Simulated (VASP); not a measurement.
The system is PbO2.

```
CELL_PARAMETERS angstrom
0.00000 4.77800 4.77800
4.77800 0.00000 4.77800
4.77800 4.77800 0.00000
ATOMIC_POSITIONS crystal
Pb 0.12500 0.12500 0.12500
Pb 0.12500 0.12500 0.62500
Pb 0.12500 0.62500 0.12500
Pb 0.62500 0.12500 0.12500
O 0.92358 0.35881 0.35881
O 0.35881 0.35881 0.35881
O 0.32642 0.89119 0.89119
O 0.89119 0.89119 0.32642
O 0.89119 0.89119 0.89119
O 0.89119 0.32642 0.89119
O 0.35881 0.35881 0.92358
O 0.35881 0.92358 0.35881
```

Base run:

| Item | Value |
| --- | --- |
| Program | VASP 6.6.1 |
| Functional | LDA |
| Potentials or basis | VASP PAW LDA potentials, release 64 (Pb_d, O) |
| Cutoff | 520 eV |
| k mesh | 6 × 6 × 6 |
| Occupations | gaussian, width 0.02 eV |
| Spin | no spin polarisation |

Its results: band gap on the k mesh 0.55 eV; pressure -6.3 GPa; largest force 0.514 eV/Å.

Question: The run is repeated on the same cell with these changes: functional from LDA to r2SCAN; potentials or basis from VASP PAW LDA potentials, release 64 (Pb_d, O) to VASP PAW PBE potentials, release 64 (Pb_d, O). What comes out?

Answer: Band gap on the k mesh 0.89 eV; pressure -3.9 GPa; largest force 0.372 eV/Å.

Caveats: the cell stands under tension; spin-orbit coupling is left out, which moves the levels of the heavy elements; the PAW data sets were made with another functional, which shifts forces and pressure a little (at least some runs).

A k mesh can miss the band edges.
